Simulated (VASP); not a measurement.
# BiTe (R-3m) in VASP: notebook

BiTe is run at these levels: PBE; tasks: single point.

Everything below comes from runs of VASP 6.6.1. Logs are shortened: lines on timing, memory, paths and dates and some standing lists are left out, and cuts for length are marked.

## (1) The cell of the first run

Symmetry: R-3m, No. 166, trigonal system. The conventional cell has a = 4.845 Å, b = 4.845 Å, c = 9.952 Å, α = 90.00°, β = 90.00°, γ = 120.00°. Bi (site symmetry -3m) has 6 Te at 3.25 Å and 6 Bi at 4.34 Å within 4.4 Å. Te (site symmetry -3m) has 6 Bi at 3.25 Å and 6 Te at 4.34 Å within 4.4 Å.

## (2) Single point, PBE

Input file INCAR:

```
SYSTEM = BiTe
ALGO     = Normal         ! electronic algorithm
EDIFF    = 1E-6           ! SCF threshold, eV
ENCUT    = 520            ! plane-wave cutoff, eV
GGA      = PE             ! functional
ISIF     = 2              ! what is computed and relaxed
ISMEAR   = 0              ! smearing method
LASPH    = .True.         ! aspherical terms in the spheres
LCHARG   = .True.         ! write CHGCAR
LELF     = .True.         ! ELF
LREAL    = .False.        ! projectors in reciprocal space
LVHAR    = .True.       
LWAVE    = .False.        ! write WAVECAR
NBANDS   = 52             ! bands
NELM     = 60             ! most SCF steps
PREC     = Accurate       ! precision mode
SIGMA    = 0.15           ! smearing width, eV
```

Input file KPOINTS:

```
k-points
0
Gamma
  6 6 6
  0 0 0
```

Input file POSCAR:

```
BiTe
1.0
   -4.8454155456     -2.7975019696      3.3172919545
    4.8454155456     -2.7975019696      3.3172919545
    0.0000000000      5.5950039392      3.3172919545
Bi Te
4 4
Direct
    0.5000000000      0.5000000000      0.5000000000
    0.0000000000      0.0000000000      0.5000000000
    0.0000000000      0.5000000000      0.0000000000
    0.5000000000      0.0000000000      0.0000000000
    0.0000000000      0.0000000000      0.0000000000
    0.5000000000      0.5000000000      0.0000000000
    0.5000000000      0.0000000000      0.5000000000
    0.0000000000      0.5000000000      0.5000000000
```

Potentials or basis: VASP PAW PBE potentials, release 64 (Bi_d, Te).

Command:

```bash
> cat potpaw_PBE.64/Bi_d/POTCAR potpaw_PBE.64/Te/POTCAR > POTCAR
> mpirun -np 1 vasp_std > vasp.out
```

OUTCAR:

```text
SYSTEM = BiTe
   EDIFF = 1E-6
   ENCUT = 520
   GGA = PE
   ISIF = 2
   ISMEAR = 0
   LASPH = .True.
   LREAL = .False.
   NELM = 60
   PREC = Accurate

 ion  position               nearest neighbor table
   1  0.500  0.500  0.500-   7 3.25   8 3.25   7 3.25   8 3.25   6 3.25   6 3.25
   2  0.000  0.000  0.500-   7 3.25   8 3.25   8 3.25   7 3.25   5 3.25   5 3.25
   3  0.000  0.500  0.000-   5 3.25   6 3.25   5 3.25   6 3.25   8 3.25   8 3.25
   4  0.500  0.000  0.000-   5 3.25   6 3.25   6 3.25   5 3.25   7 3.25   7 3.25
   5  0.000  0.000  0.000-   3 3.25   4 3.25   3 3.25   4 3.25   2 3.25   2 3.25
   6  0.500  0.500  0.000-   3 3.25   4 3.25   4 3.25   3 3.25   1 3.25   1 3.25
   7  0.500  0.000  0.500-   1 3.25   2 3.25   1 3.25   2 3.25   4 3.25   4 3.25
   8  0.000  0.500  0.500-   1 3.25   2 3.25   2 3.25   1 3.25   3 3.25   3 3.25

  LATTYP: Found a trigonal (rhomboedric) cell.
 ALAT       =     6.5044980583
 COS(alpha) =    -0.1098504834

  Lattice vectors:

 A1 = (  -4.8454155456,  -2.7975019696,   3.3172919545)
 A2 = (   4.8454155456,  -2.7975019696,   3.3172919545)
 A3 = (   0.0000000000,   5.5950039392,   3.3172919545)

Analysis of symmetry for initial positions (statically):
=====================================================================
 Subroutine PRICEL returns following result:

  LATTYP: Found a trigonal (rhomboedric) cell.
 ALAT       =     4.3394058558
 COS(alpha) =     0.3765932224

  Lattice vectors:

 A1 = (   2.4227077728,  -1.3987509848,  -3.3172919545)
 A2 = (  -2.4227077728,  -1.3987509848,  -3.3172919545)
 A3 = (   0.0000000000,   2.7975019696,  -3.3172919545)

   4 primitive cells build up your supercell.

 Routine SETGRP: Setting up the symmetry group for a
 trigonal (rhombohedral) supercell.

 Subroutine GETGRP returns: Found 12 space group operations
 (whereof 12 operations were pure point group operations)
 out of a pool of 12 trial point group operations.

The static configuration has the point symmetry D_3d.

Analysis of symmetry for dynamics (positions and initial velocities):
=====================================================================
 Subroutine PRICEL returns following result:

  LATTYP: Found a trigonal (rhomboedric) cell.
 ALAT       =     4.3394058558
 COS(alpha) =     0.3765932224

  Lattice vectors:

 A1 = (   2.4227077728,  -1.3987509848,  -3.3172919545)
 A2 = (  -2.4227077728,  -1.3987509848,  -3.3172919545)
 A3 = (   0.0000000000,   2.7975019696,  -3.3172919545)

   4 primitive cells build up your supercell.

 Routine SETGRP: Setting up the symmetry group for a
 trigonal (rhombohedral) supercell.

 Subroutine GETGRP returns: Found 12 space group operations
 (whereof 12 operations were pure point group operations)
 out of a pool of 12 trial point group operations.

The dynamic configuration has the point symmetry D_3d.

 Subroutine INISYM returns: Found 12 space group operations
 (whereof 12 operations are pure point group operations),
 and found     4 'primitive' translations

----------------------------------------------------------------------------------------

                                     Primitive cell

  volume of cell :      67.4491

  direct lattice vectors                    reciprocal lattice vectors
     2.422707773 -1.398750985 -3.317291954     0.206380648 -0.119153923 -0.100483568
    -2.422707773 -1.398750985 -3.317291954    -0.206380648 -0.119153923 -0.100483568
     0.000000000  2.797501970 -3.317291954     0.000000000  0.238307845 -0.100483568

  length of vectors
     4.339405856  4.339405856  4.339405856     0.258626326  0.258626326  0.258626326

  position of ions in fractional coordinates (direct lattice)
     0.500000000  0.500000000  0.500000000
     1.000000000  0.000000000  0.000000000

  ion indices of the primitive-cell ions
   primitive index   ion index
                 1           1
                 2           8

----------------------------------------------------------------------------------------

 KPOINTS: k-points

Automatic generation of k-mesh.
 Grid dimensions read from file:
 generate k-points for:    6    6    6

 Generating k-lattice:

  Cartesian coordinates                     Fractional coordinates (reciprocal lattice)
    -0.017198387 -0.009929494  0.016747261     0.166666667 -0.000000000  0.000000000
     0.017198387 -0.009929494  0.016747261    -0.000000000  0.166666667  0.000000000
     0.000000000  0.019858987  0.016747261     0.000000000  0.000000000  0.166666667

  Length of vectors
     0.025977878  0.025977878  0.025977878

  Shift w.r.t. Gamma in fractional coordinates (k-lattice)
     0.000000000  0.000000000  0.000000000

 Subroutine IBZKPT returns following result:
 ===========================================

 Found     32 irreducible k-points:

 Following reciprocal coordinates:
            Coordinates               Weight
  0.000000  0.000000  0.000000      1.000000
  0.166667 -0.000000  0.000000      6.000000
  0.333333 -0.000000  0.000000      6.000000
  0.500000 -0.000000  0.000000      3.000000
  0.166667  0.166667  0.000000      6.000000
  0.333333  0.166667  0.000000     12.000000
[... 16 lines left out ...]
  0.500000  0.500000  0.166667      6.000000
 -0.333333  0.500000  0.166667     12.000000
 [... further k-points ...]
   k-points           NKPTS =     32   k-points in BZ     NKDIM =     32   number of bands    NBANDS=     52
   number of dos      NEDOS =    301   number of ions     NIONS =      8
   total plane-waves  NPLWV = 110592
   dimension x,y,z NGX =    48 NGY =   48 NGZ =   48
   dimension x,y,z NGXF=    96 NGYF=   96 NGZF=   96
   ions per type =               4   4
   NGX,Y,Z   is equivalent  to a cutoff of  12.27, 12.27, 12.27 a.u.
   NGXF,Y,Z  is equivalent  to a cutoff of  24.54, 24.54, 24.54 a.u.
 SYSTEM =  BiTe
   PREC   = accura    normal or accurate (medium, high low for compatibility)
   ISTART =      0    job   : 0-new  1-cont  2-samecut
   ICHARG =      2    charge: 1-file 2-atom 10-const
   ISPIN  =      1    spin polarized calculation?
   LNONCOLLINEAR =      F non collinear calculations
   LSORBIT =      F    spin-orbit coupling
   LASPH  =      T    aspherical Exc in radial PAW
   ENCUT  =  520.0 eV  38.22 Ry    6.18 a.u.  12.09 12.09 12.09*2*pi/ulx,y,z
   NELM   =     60;   NELMIN=  2; NELMDL= -5     # of ELM steps
   EDIFF  = 0.1E-05   stopping-criterion for ELM
   LREAL  =      F    real-space projection
   EDIFFG = 0.1E-04   stopping-criterion for IOM
   NSW    =      0    number of steps for IOM
   IBRION =     -1    ionic relax: 0-MD 1-quasi-New 2-CG
   NFREE  =      0    steps in history (QN), initial steepest desc. (CG)
   ISIF   =      2    stress and relaxation
   ISYM   =      2    0-nonsym 1-usesym 2-fastsym
   POTIM  = 0.5000    time-step for ionic-motion
   TEBEG  =    0.0;   TEEND  =   0.0 temperature during run
   PSTRESS=    0.0 pullay stress
   NELECT =      84.0000    total number of electrons
   NUPDOWN=      -1.0000    fix difference up-down
   EMIN   =  10.00;   EMAX   =-10.00  energy-range for DOS
   EFERMI =   0.00;   METHOD = LEGACY
   ISMEAR =     0;   SIGMA  =   0.15  broadening in eV -4-tet -1-fermi 0-gaus
   EFERMI_NEDOS =   21; number of points for ismear=-14 and -15
   IALGO  =     38    algorithm
   IMIX   =      4    mixing-type and parameters
     AMIX     =   0.40;   BMIX     =  1.00
     AMIX_MAG =   1.60;   BMIX_MAG =  1.00
  volume/ion in A,a.u.               =      33.72       227.58
  Fermi-wavevector in a.u.,A,eV,Ry     =   1.109573  2.096789 16.750837  1.231152
  Thomas-Fermi vector in A             =   2.246114
   LORBIT       =      0    0 simple, 1 ext, 2 COOP (PROOUT), +10 PAW based schemes
   GGA     = PE    functional components
   LHFCALC =     F    Hartree Fock is set to
   AEXX    =    0.0000 exact exchange contribution
   IVDW    =     0    specifies the selected vdW correction
   LEPSILON=     F    determine dielectric tensor
   LRPA    =     F    only Hartree local field effects (RPA)
 non-spin polarized calculation
 Gauss-broadening in eV      SIGMA  =   0.15
  energy-cutoff  :      520.00
  volume of cell :      269.80
 maximum number of plane-waves:      7288
   NGX = 25   NGY = 25   NGZ = 25

 number of electron      84.0000063 magnetization

 Free energy of the ion-electron system (eV)
  ---------------------------------------------------
  ext. energy  EPLUGINS =         0.00000000
  ---------------------------------------------------
  free energy    TOTEN  =       -28.76754714 eV

  energy without entropy =      -28.71249907  energy(sigma->0) =      -28.74002310

 E-fermi :   6.6476     XC(G=0):  -9.4772

 val. band max:        6.6320348491   @ k =  -0.3333   0.3333   0.0000
 cond. band min:       6.6602984084   @ k =  -0.3333   0.3333   0.1667
 fundamental gap:      0.0282635593
 Fermi energy:         6.6475672962

 k-point     1 :       0.0000    0.0000    0.0000
  band No.  band energies     occupation
      1     -16.5644      2.00000
      2     -16.5644      2.00000
      3     -16.5644      2.00000
      4     -16.5552      2.00000
      5     -16.5552      2.00000
      6     -16.5514      2.00000
[... 44 lines left out ...]
     51      10.2605      0.00000
     52      10.2606      0.00000

 k-point     2 :       0.1667   -0.0000    0.0000
  band No.  band energies     occupation
      1     -16.5636      2.00000
      2     -16.5636      2.00000
      3     -16.5635      2.00000
      4     -16.5554      2.00000
      5     -16.5548      2.00000
      6     -16.5519      2.00000
[... 44 lines left out ...]
     51      10.1678      0.00000
     52      10.1720      0.00000

 k-point     3 :       0.3333   -0.0000    0.0000
  band No.  band energies     occupation
      1     -16.5619      2.00000
      2     -16.5619      2.00000
      3     -16.5611      2.00000
      4     -16.5563      2.00000
      5     -16.5539      2.00000
      6     -16.5533      2.00000
[... 44 lines left out ...]
     51       9.9682      0.00000
     52      10.4746      0.00000
[... 1046 lines left out ...]
 k-point    23 :       0.5000    0.5000    0.1667
  band No.  band energies     occupation
      1     -16.5594      2.00000
      2     -16.5589      2.00000
      3     -16.5569      2.00000
      4     -16.5556      2.00000
      5     -16.5552      2.00000
      6     -16.5552      2.00000
[... 44 lines left out ...]
     51       8.9446      0.00000
     52       9.6780      0.00000

 k-point    24 :      -0.3333    0.5000    0.1667
  band No.  band energies     occupation
      1     -16.5609      2.00000
      2     -16.5579      2.00000
      3     -16.5569      2.00000
      4     -16.5564      2.00000
      5     -16.5560      2.00000
      6     -16.5547      2.00000
[... 44 lines left out ...]
     51       9.2533      0.00000
     52       9.3678      0.00000

 [... further k-points ...]

------------------------ aborting loop because EDIFF is reached ----------------------------------------

  FORCE on cell =-STRESS in cart. coord.  units (eV):
  Direction    XX          YY          ZZ          XY          YZ          ZX
  --------------------------------------------------------------------------------------
  -------------------------------------------------------------------------------------
  Total       -0.2389779     -0.2389779     -0.2042973      0.0000000      0.0000000      0.0000000
  in kB       -1.4191618     -1.4191618     -1.2132124      0.0000000      0.0000000      0.0000000
  external PRESSURE =      -1.3505120 kB  Pullay stress =       0.0000000 kB

 VOLUME and BASIS-vectors are now :
 -----------------------------------------------------------------------------
  energy-cutoff  :      520.00
  volume of cell :      269.80
      direct lattice vectors                 reciprocal lattice vectors
    -4.845415546 -2.797501970  3.317291954    -0.103190324 -0.059576961  0.100483568
     4.845415546 -2.797501970  3.317291954     0.103190324 -0.059576961  0.100483568
     0.000000000  5.595003939  3.317291954     0.000000000  0.119153923  0.100483568

 POSITION                                       TOTAL-FORCE (eV/Angst)
 -----------------------------------------------------------------------------------
      0.00000      0.00000      4.97594        -0.000000     -0.000000      0.000000
      0.00000      2.79750      1.65865        -0.000000      0.000000      0.000000
      2.42271     -1.39875      1.65865         0.000000      0.000000     -0.000000
     -2.42271     -1.39875      1.65865        -0.000000     -0.000000     -0.000000
      0.00000      0.00000      0.00000        -0.000000     -0.000000      0.000000
      0.00000     -2.79750      3.31729         0.000000      0.000000      0.000000
     -2.42271      1.39875      3.31729         0.000000     -0.000000     -0.000000
      2.42271      1.39875      3.31729         0.000000     -0.000000     -0.000000
 -----------------------------------------------------------------------------------
    total drift:                                0.000000      0.000000      0.000000

  FREE ENERGIE OF THE ION-ELECTRON SYSTEM (eV)
  ---------------------------------------------------
  free  energy   TOTEN  =       -28.7675471371 eV

  energy  without entropy=      -28.7124990667  energy(sigma->0) =      -28.74002310
```

Run time: 4.8 min. Hardware: 1 thread of AMD EPYC 7R13 (Zen 3), shared host; peak memory 0.5 GiB.

What came out:

```yaml
Free_energy: -28.7675 eV
Pressure: -0.1 GPa
Band_gap_on_the_k_mesh: zero (bands 42 and 43 overlap by 3.45 eV)
```

Caveat: spin-orbit coupling is left out, which moves the levels of the heavy elements.

## (3) Single point, PBE

This run uses another cell than the first one: it holds 2 atoms, not 8.

Input file INCAR:

```
SYSTEM = BiTe
PREC = Accurate ; ENCUT = 520
EDIFF = 1E-7 ; ISMEAR = 0
SIGMA = 0.15 ; LREAL = .FALSE.
LASPH = .TRUE. ; NELM = 100
ALGO = Normal ; ISIF = 2
LWAVE = .FALSE. ; LCHARG = .FALSE.
GGA = PE ; NBANDS = 18
```

Input file KPOINTS:

```
Automatic mesh
0
G
  12 12 12
  0 0 0
```

Input file POSCAR:

```
BiTe
1.0
    2.4227077728      1.3987509848      3.3172919545
   -2.4227077728      1.3987509848      3.3172919545
    0.0000000000     -2.7975019696      3.3172919545
Bi Te
1 1
Direct
    0.5000000000      0.5000000000      0.5000000000
    0.0000000000      0.0000000000      0.0000000000
```

Potentials or basis: VASP PAW PBE potentials, release 64 (Bi_d, Te).

Command:

```bash
> cat potpaw_PBE.64/Bi_d/POTCAR potpaw_PBE.64/Te/POTCAR > POTCAR
> mpirun -np 1 vasp_std > vasp.out
```

Wall time 2.7 min (1 thread of Intel Xeon 8259CL, shared host); peak memory 0.35 GiB.

The run converged. Its results:

```yaml
Free_energy: -7.1888 eV
Pressure: -0.1 GPa
Band_gap_on_the_k_mesh: zero (an odd number of electrons rules out a gap without spin polarisation)
```

Levels at points of the mesh, in eV from the Fermi level:
| k point | band 8 | band 9 | band 10 | band 11 | band 12 | band 13 |
| --- | --- | --- | --- | --- | --- | --- |
| (0.00, 0.00, 0.00) | -2.92 | -2.92 | -1.62 | 1.87 | 2.51 | 2.51 |
| (0.50, 0.00, 0.00) | -1.86 | -1.83 | -1.04 | -0.96 | -0.60 | 0.31 |
| (0.50, 0.50, 0.00) | -5.60 | -4.49 | -3.30 | 2.41 | 3.06 | 3.59 |
| (0.50, 0.50, 0.50) | -2.36 | -2.36 | -2.24 | -1.56 | -1.26 | -1.26 |

Caveat: spin-orbit coupling is left out, which moves the levels of the heavy elements.
